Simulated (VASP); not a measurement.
# BP (gw) (F-43m) in VASP: further runs

The runs below take BP (gw) through single point, with PBEsol.

Everything below comes from runs of VASP 6.6.1. Logs are shortened: lines on timing, memory, paths and dates and some standing lists are left out, and cuts for length are marked.

### Step 1. The cell of the first run

The structure is cubic, space group F-43m (No. 216). The conventional cell has a = 4.475 Å, b = 4.475 Å, c = 4.475 Å, α = 90.00°, β = 90.00°, γ = 90.00°. Within 2.6 Å of B (site symmetry -43m) lie 4 P at 1.94 Å. P (site symmetry -43m) has 4 B at 1.94 Å within 2.6 Å.

### Step 2. Single point, PBEsol

Contents of INCAR:

```
ALGO = Normal
EDIFF = 1E-6
ENCUT = 500
GGA = PS
GGA_COMPAT = F
ISIF = 2
ISMEAR = 0
LASPH = T
LCHARG = T
LELF = T
LREAL = F
LVHAR = T
LWAVE = F
NBANDS = 11
NELM = 120
PREC = Accurate
SIGMA = 0.01
```

Contents of KPOINTS:

```
k-points
0
Gamma
  6 6 6
```

Contents of POSCAR:

```
BP
1.0
    0.0000000000      2.2375332537      2.2375332537
    2.2375332537      0.0000000000      2.2375332537
    2.2375332537      2.2375332537      0.0000000000
B P
1 1
Direct
    0.0000000000      0.0000000000      0.0000000000
    0.2500000000      0.2500000000      0.2500000000
```

Potentials or basis: VASP PAW PBE potentials, release 64 (B, P).

Command:

```sh
$ cat potpaw_PBE.64/B/POTCAR potpaw_PBE.64/P/POTCAR > POTCAR
$ mpirun -np 1 vasp_std > vasp.out
```

OUTCAR:

```text
EDIFF = 1E-6
   ENCUT = 500
   GGA = PS
   ISIF = 2
   ISMEAR = 0
   LASPH = T
   LREAL = F
   NELM = 120
   PREC = Accurate

 ion  position               nearest neighbor table
   1  0.000  0.000  0.000-   2 1.94   2 1.94   2 1.94   2 1.94
   2  0.250  0.250  0.250-   1 1.94   1 1.94   1 1.94   1 1.94

  LATTYP: Found a face centered cubic cell.
 ALAT       =     4.4750665074

  Lattice vectors:

 A1 = (   0.0000000000,   2.2375332537,   2.2375332537)
 A2 = (   2.2375332537,   0.0000000000,   2.2375332537)
 A3 = (   2.2375332537,   2.2375332537,   0.0000000000)

Analysis of symmetry for initial positions (statically):
=====================================================================
 Subroutine PRICEL returns:
 Original cell was already a primitive cell.

 Routine SETGRP: Setting up the symmetry group for a
 face centered cubic supercell.

 Subroutine GETGRP returns: Found 24 space group operations
 (whereof 24 operations were pure point group operations)
 out of a pool of 48 trial point group operations.

The static configuration has the point symmetry T_d .

Analysis of symmetry for dynamics (positions and initial velocities):
=====================================================================
 Subroutine PRICEL returns:
 Original cell was already a primitive cell.

 Routine SETGRP: Setting up the symmetry group for a
 face centered cubic supercell.

 Subroutine GETGRP returns: Found 24 space group operations
 (whereof 24 operations were pure point group operations)
 out of a pool of 48 trial point group operations.

The dynamic configuration has the point symmetry T_d .

 Subroutine INISYM returns: Found 24 space group operations
 (whereof 24 operations are pure point group operations),
 and found     1 'primitive' translations

----------------------------------------------------------------------------------------

                                     Primitive cell

  volume of cell :      22.4047

  direct lattice vectors                    reciprocal lattice vectors
     0.000000000  2.237533254  2.237533254    -0.223460366  0.223460366  0.223460366
     2.237533254  0.000000000  2.237533254     0.223460366 -0.223460366  0.223460366
     2.237533254  2.237533254  0.000000000     0.223460366  0.223460366 -0.223460366

  length of vectors
     3.164349874  3.164349874  3.164349874     0.387044708  0.387044708  0.387044708

  position of ions in fractional coordinates (direct lattice)
     0.000000000  0.000000000  0.000000000
     0.250000000  0.250000000  0.250000000

  ion indices of the primitive-cell ions
   primitive index   ion index
                 1           1
                 2           2

----------------------------------------------------------------------------------------

 KPOINTS: k-points

Automatic generation of k-mesh.
 Grid dimensions read from file:
 generate k-points for:    6    6    6

 Generating k-lattice:

  Cartesian coordinates                     Fractional coordinates (reciprocal lattice)
    -0.037243394  0.037243394  0.037243394     0.166666667  0.000000000  0.000000000
     0.037243394 -0.037243394  0.037243394     0.000000000  0.166666667  0.000000000
     0.037243394  0.037243394 -0.037243394     0.000000000  0.000000000  0.166666667

  Length of vectors
     0.064507451  0.064507451  0.064507451

  Shift w.r.t. Gamma in fractional coordinates (k-lattice)
     0.000000000  0.000000000  0.000000000

 Subroutine IBZKPT returns following result:
 ===========================================

 Found     16 irreducible k-points:

 Following reciprocal coordinates:
            Coordinates               Weight
  0.000000  0.000000  0.000000      1.000000
  0.166667  0.000000  0.000000      8.000000
  0.333333  0.000000  0.000000      8.000000
  0.500000  0.000000  0.000000      4.000000
  0.166667  0.166667  0.000000      6.000000
  0.333333  0.166667  0.000000     24.000000
[... 8 lines left out ...]
 -0.333333  0.333333  0.166667     24.000000
 -0.333333  0.500000  0.166667     12.000000
   k-points           NKPTS =     16   k-points in BZ     NKDIM =     16   number of bands    NBANDS=     11
   number of dos      NEDOS =    301   number of ions     NIONS =      2
   total plane-waves  NPLWV =  13824
   dimension x,y,z NGX =    24 NGY =   24 NGZ =   24
   dimension x,y,z NGXF=    48 NGYF=   48 NGZF=   48
   ions per type =               1   1
   NGX,Y,Z   is equivalent  to a cutoff of  12.61, 12.61, 12.61 a.u.
   NGXF,Y,Z  is equivalent  to a cutoff of  25.22, 25.22, 25.22 a.u.
 SYSTEM =  unknown system
   PREC   = accura    normal or accurate (medium, high low for compatibility)
   ISTART =      0    job   : 0-new  1-cont  2-samecut
   ICHARG =      2    charge: 1-file 2-atom 10-const
   ISPIN  =      1    spin polarized calculation?
   LNONCOLLINEAR =      F non collinear calculations
   LSORBIT =      F    spin-orbit coupling
   LASPH  =      T    aspherical Exc in radial PAW
   ENCUT  =  500.0 eV  36.75 Ry    6.06 a.u.   5.77  5.77  5.77*2*pi/ulx,y,z
   NELM   =    120;   NELMIN=  2; NELMDL= -5     # of ELM steps
   EDIFF  = 0.1E-05   stopping-criterion for ELM
   LREAL  =      F    real-space projection
   EDIFFG = 0.1E-04   stopping-criterion for IOM
   NSW    =      0    number of steps for IOM
   IBRION =     -1    ionic relax: 0-MD 1-quasi-New 2-CG
   NFREE  =      0    steps in history (QN), initial steepest desc. (CG)
   ISIF   =      2    stress and relaxation
   ISYM   =      2    0-nonsym 1-usesym 2-fastsym
   POTIM  = 0.5000    time-step for ionic-motion
   TEBEG  =    0.0;   TEEND  =   0.0 temperature during run
   PSTRESS=    0.0 pullay stress
   NELECT =       8.0000    total number of electrons
   NUPDOWN=      -1.0000    fix difference up-down
   EMIN   =  10.00;   EMAX   =-10.00  energy-range for DOS
   EFERMI =   0.00;   METHOD = LEGACY
   ISMEAR =     0;   SIGMA  =   0.01  broadening in eV -4-tet -1-fermi 0-gaus
   EFERMI_NEDOS =   21; number of points for ismear=-14 and -15
   IALGO  =     38    algorithm
   IMIX   =      4    mixing-type and parameters
     AMIX     =   0.40;   BMIX     =  1.00
     AMIX_MAG =   1.60;   BMIX_MAG =  1.00
  volume/ion in A,a.u.               =      11.20        75.60
  Fermi-wavevector in a.u.,A,eV,Ry     =   1.161427  2.194779 18.353078  1.348913
  Thomas-Fermi vector in A             =   2.297999
   LORBIT       =      0    0 simple, 1 ext, 2 COOP (PROOUT), +10 PAW based schemes
   GGA     = PS    functional components
   LHFCALC =     F    Hartree Fock is set to
   AEXX    =    0.0000 exact exchange contribution
   IVDW    =     0    specifies the selected vdW correction
   LEPSILON=     F    determine dielectric tensor
   LRPA    =     F    only Hartree local field effects (RPA)
 non-spin polarized calculation
 Gauss-broadening in eV      SIGMA  =   0.01
  energy-cutoff  :      500.00
  volume of cell :       22.40
 maximum number of plane-waves:       588
   NGX = 11   NGY = 11   NGZ = 11

 number of electron       8.0000001 magnetization

 Free energy of the ion-electron system (eV)
  ---------------------------------------------------
  ext. energy  EPLUGINS =         0.00000000
  ---------------------------------------------------
  free energy    TOTEN  =       -13.64231215 eV

  energy without entropy =      -13.64231215  energy(sigma->0) =      -13.64231215

 E-fermi :   8.0419     XC(G=0): -11.2206

 val. band max:        7.9149446941   @ k =   0.0000   0.0000   0.0000
 cond. band min:       9.0536131678   @ k =   0.5000   0.5000   0.0000
 fundamental gap:      1.1386684737
 Fermi energy:         8.0419270187

 k-point     1 :       0.0000    0.0000    0.0000
  band No.  band energies     occupation
      1      -7.9650      2.00000
      2       7.9149      2.00000
      3       7.9149      2.00000
      4       7.9149      2.00000
      5      11.3336      0.00000
      6      11.3336      0.00000
      7      11.3336      0.00000
      8      15.8990      0.00000
      9      19.4479      0.00000
     10      20.1571      0.00000
     11      20.1571      0.00000

 k-point     2 :       0.1667    0.0000    0.0000
  band No.  band energies     occupation
      1      -7.4480      2.00000
      2       4.9839      2.00000
      3       7.2197      2.00000
      4       7.2197      2.00000
      5      12.0422      0.00000
      6      12.2738      0.00000
      7      12.2738      0.00000
      8      17.0408      0.00000
      9      18.8731      0.00000
     10      18.8731      0.00000
     11      20.7525      0.00000

 k-point     3 :       0.3333    0.0000    0.0000
  band No.  band energies     occupation
      1      -5.9675      2.00000
      2       0.9480      2.00000
      3       6.3924      2.00000
      4       6.3924      2.00000
      5      11.9953      0.00000
      6      12.7779      0.00000
      7      12.7779      0.00000
      8      18.0966      0.00000
      9      19.9018      0.00000
     10      19.9018      0.00000
     11      21.5864      0.00000

 k-point     4 :       0.5000    0.0000    0.0000
  band No.  band energies     occupation
      1      -4.4512      2.00000
      2      -1.4900      2.00000
      3       6.0967      2.00000
      4       6.0967      2.00000
      5      11.8995      0.00000
      6      12.5877      0.00000
      7      12.5877      0.00000
      8      17.9808      0.00000
      9      22.7819      0.00000
     10      22.7819      0.00000
     11      22.9691      0.00000
[... 127 lines left out ...]
 k-point    14 :       0.5000    0.3333    0.1667
  band No.  band energies     occupation
      1      -4.6887      2.00000
      2       1.2586      2.00000
      3       2.6588      2.00000
      4       4.4841      2.00000
      5      11.8772      0.00000
      6      13.3631      0.00000
      7      14.5813      0.00000
      8      17.6821      0.00000
      9      20.9050      0.00000
     10      21.7135      0.00000
     11      26.1529      0.00000

 k-point    15 :      -0.3333    0.3333    0.1667
  band No.  band energies     occupation
      1      -3.2826      2.00000
      2      -0.4643      2.00000
      3       2.1782      2.00000
      4       3.7210      2.00000
      5      12.3294      0.00000
      6      13.7052      0.00000
      7      16.6999      0.00000
      8      17.2710      0.00000
      9      18.6026      0.00000
     10      23.0484      0.00000
     11      25.9615      0.00000

 k-point    16 :      -0.3333    0.5000    0.1667
  band No.  band energies     occupation
      1      -2.6335      2.00000
      2      -0.5066      2.00000
      3       2.3327      2.00000
      4       2.4469      2.00000
      5      11.6494      0.00000
      6      12.3253      0.00000
      7      17.2603      0.00000
      8      17.9350      0.00000
      9      21.1336      0.00000
     10      24.4462      0.00000
     11      24.8974      0.00000

------------------------ aborting loop because EDIFF is reached ----------------------------------------

  FORCE on cell =-STRESS in cart. coord.  units (eV):
  Direction    XX          YY          ZZ          XY          YZ          ZX
  --------------------------------------------------------------------------------------
  -------------------------------------------------------------------------------------
  Total        0.7912089      0.7912089      0.7912089      0.0000000      0.0000000     -0.0000000
  in kB       56.5800434     56.5800434     56.5800434      0.0000000      0.0000000     -0.0000000
  external PRESSURE =      56.5800434 kB  Pullay stress =       0.0000000 kB

 VOLUME and BASIS-vectors are now :
 -----------------------------------------------------------------------------
  energy-cutoff  :      500.00
  volume of cell :       22.40
      direct lattice vectors                 reciprocal lattice vectors
     0.000000000  2.237533254  2.237533254    -0.223460366  0.223460366  0.223460366
     2.237533254  0.000000000  2.237533254     0.223460366 -0.223460366  0.223460366
     2.237533254  2.237533254  0.000000000     0.223460366  0.223460366 -0.223460366

 POSITION                                       TOTAL-FORCE (eV/Angst)
 -----------------------------------------------------------------------------------
      0.00000      0.00000      0.00000         0.000000      0.000000      0.000000
      1.11877      1.11877      1.11877        -0.000000     -0.000000     -0.000000
 -----------------------------------------------------------------------------------
    total drift:                                0.000000      0.000000      0.000000

  FREE ENERGIE OF THE ION-ELECTRON SYSTEM (eV)
  ---------------------------------------------------
  free  energy   TOTEN  =       -13.6423121459 eV

  energy  without entropy=      -13.6423121459  energy(sigma->0) =      -13.64231215
```

It took 10 s on 1 thread of AMD EPYC 7R13, shared host; peak memory 0.1 GiB.

What came out:

| Property | Result |
| --- | --- |
| Free energy | -13.6423 eV |
| Pressure | 5.7 GPa |
| Band gap on the k mesh | 1.14 eV, indirect (least direct gap 3.42 eV) |

Levels at points of the mesh, in eV from the valence-band top:
```csv
k point,band 1,band 2,band 3,band 4,band 5,band 6,band 7,band 8,band 9
"(0.00, 0.00, 0.00)",-15.88,0.00,0.00,0.00,3.42,3.42,3.42,7.98,11.53
"(0.50, 0.00, 0.00)",-12.37,-9.40,-1.82,-1.82,3.98,4.67,4.67,10.07,14.87
"(0.50, 0.50, 0.00)",-10.78,-8.82,-4.30,-4.30,1.14,1.48,12.49,12.49,15.65
```

Caveat: the PAW data sets were made with another functional, which shifts forces and pressure a little.

### Step 3. Single point, PBEsol

Contents of INCAR:

```
SYSTEM = BP
PREC = Accurate
ENCUT = 500
EDIFF = 1E-6
ISMEAR = 0
SIGMA = 0.01
LREAL = .False.
LASPH = .True.
NELM = 120
ALGO = Normal
ISIF = 2
LWAVE = .False.
LCHARG = .True.
GGA = PS
LELF = .True.
LVHAR = .True.
NBANDS = 11
GGA_COMPAT = .False.
```

Contents of KPOINTS:

```
regular mesh
0
Gamma
  6 6 6
  0 0 0
```

POSCAR is that of step 2.

Potentials or basis: VASP PAW PBE potentials, release 64 (B, P).

Command:

```sh
$ cat potpaw_PBE.64/B/POTCAR potpaw_PBE.64/P/POTCAR > POTCAR
$ mpirun -np 1 vasp_std > vasp.out
```

OUTCAR:

```text
SYSTEM = BP
   PREC = Accurate
   ENCUT = 500
   EDIFF = 1E-6
   ISMEAR = 0
   LREAL = .False.
   LASPH = .True.
   NELM = 120
   ISIF = 2
   GGA = PS

 ion  position               nearest neighbor table
   1  0.000  0.000  0.000-   2 1.94   2 1.94   2 1.94   2 1.94
   2  0.250  0.250  0.250-   1 1.94   1 1.94   1 1.94   1 1.94

  LATTYP: Found a face centered cubic cell.
 ALAT       =     4.4750665074

  Lattice vectors:

 A1 = (   0.0000000000,   2.2375332537,   2.2375332537)
 A2 = (   2.2375332537,   0.0000000000,   2.2375332537)
 A3 = (   2.2375332537,   2.2375332537,   0.0000000000)

Analysis of symmetry for initial positions (statically):
=====================================================================
 Subroutine PRICEL returns:
 Original cell was already a primitive cell.

 Routine SETGRP: Setting up the symmetry group for a
 face centered cubic supercell.

 Subroutine GETGRP returns: Found 24 space group operations
 (whereof 24 operations were pure point group operations)
 out of a pool of 48 trial point group operations.

The static configuration has the point symmetry T_d .

Analysis of symmetry for dynamics (positions and initial velocities):
[... 160 lines left out ...]
      2       7.9149      2.00000
      3       7.9149      2.00000
      4       7.9149      2.00000
      5      11.3336      0.00000
      6      11.3336      0.00000
      7      11.3336      0.00000
      8      15.8990      0.00000
      9      19.4479      0.00000
     10      20.1571      0.00000
     11      20.1571      0.00000
[... 197 lines left out ...]
 k-point    16 :      -0.3333    0.5000    0.1667
  band No.  band energies     occupation
      1      -2.6335      2.00000
      2      -0.5066      2.00000
      3       2.3327      2.00000
      4       2.4469      2.00000
      5      11.6494      0.00000
      6      12.3253      0.00000
      7      17.2603      0.00000
      8      17.9350      0.00000
      9      21.1336      0.00000
     10      24.4462      0.00000
     11      24.8974      0.00000

------------------------ aborting loop because EDIFF is reached ----------------------------------------

  FORCE on cell =-STRESS in cart. coord.  units (eV):
  Direction    XX          YY          ZZ          XY          YZ          ZX
  --------------------------------------------------------------------------------------
  -------------------------------------------------------------------------------------
  Total        0.7912089      0.7912089      0.7912089      0.0000000      0.0000000     -0.0000000
  in kB       56.5800434     56.5800434     56.5800434      0.0000000      0.0000000     -0.0000000
  external PRESSURE =      56.5800434 kB  Pullay stress =       0.0000000 kB

 VOLUME and BASIS-vectors are now :
 -----------------------------------------------------------------------------
  energy-cutoff  :      500.00
  volume of cell :       22.40
      direct lattice vectors                 reciprocal lattice vectors
     0.000000000  2.237533254  2.237533254    -0.223460366  0.223460366  0.223460366
     2.237533254  0.000000000  2.237533254     0.223460366 -0.223460366  0.223460366
     2.237533254  2.237533254  0.000000000     0.223460366  0.223460366 -0.223460366

 POSITION                                       TOTAL-FORCE (eV/Angst)
 -----------------------------------------------------------------------------------
      0.00000      0.00000      0.00000         0.000000      0.000000      0.000000
      1.11877      1.11877      1.11877        -0.000000     -0.000000     -0.000000
 -----------------------------------------------------------------------------------
    total drift:                                0.000000      0.000000      0.000000

  FREE ENERGIE OF THE ION-ELECTRON SYSTEM (eV)
  ---------------------------------------------------
  free  energy   TOTEN  =       -13.6423121459 eV

  energy  without entropy=      -13.6423121459  energy(sigma->0) =      -13.64231215
```

OSZICAR:

```text
N       E                     dE             d eps       ncg     rms          rms(c)
DAV:   1     0.777374187896E+01    0.77737E+01   -0.39240E+03   352   0.635E+02
DAV:   2    -0.139457365883E+02   -0.21719E+02   -0.21216E+02   481   0.112E+02
DAV:   3    -0.144469658580E+02   -0.50123E+00   -0.50036E+00   433   0.144E+01
DAV:   4    -0.144486838173E+02   -0.17180E-02   -0.17177E-02   407   0.102E+00
DAV:   5    -0.144486921217E+02   -0.83044E-05   -0.83044E-05   430   0.692E-02    0.747E+00
DAV:   6    -0.137661278063E+02    0.68256E+00   -0.14143E+00   394   0.518E+00    0.398E+00
DAV:   7    -0.136519981038E+02    0.11413E+00   -0.28042E-01   433   0.261E+00    0.128E+00
DAV:   8    -0.136421058480E+02    0.98923E-02   -0.27305E-02   408   0.942E-01    0.179E-01
DAV:   9    -0.136422486171E+02   -0.14277E-03   -0.69242E-04   394   0.183E-01    0.113E-01
DAV:  10    -0.136423078847E+02   -0.59268E-04   -0.10279E-04   399   0.626E-02    0.212E-02
DAV:  11    -0.136423118255E+02   -0.39407E-05   -0.76677E-06   423   0.155E-02    0.283E-02
DAV:  12    -0.136423121459E+02   -0.32040E-06   -0.19597E-06   283   0.656E-03
   1 F= -.13642312E+02 E0= -.13642312E+02  d E =-.734654E-74
```

Wall time 8.9 s (1 thread of AMD EPYC 7R13, shared host); peak memory 0.1 GiB.

Results:

- Free energy: -13.6423 eV
- Pressure: 5.7 GPa
- Band gap on the k mesh: 1.14 eV, indirect (least direct gap 3.42 eV)

Caveat: the PAW data sets were made with another functional, which shifts forces and pressure a little. A k mesh can miss the band edges.
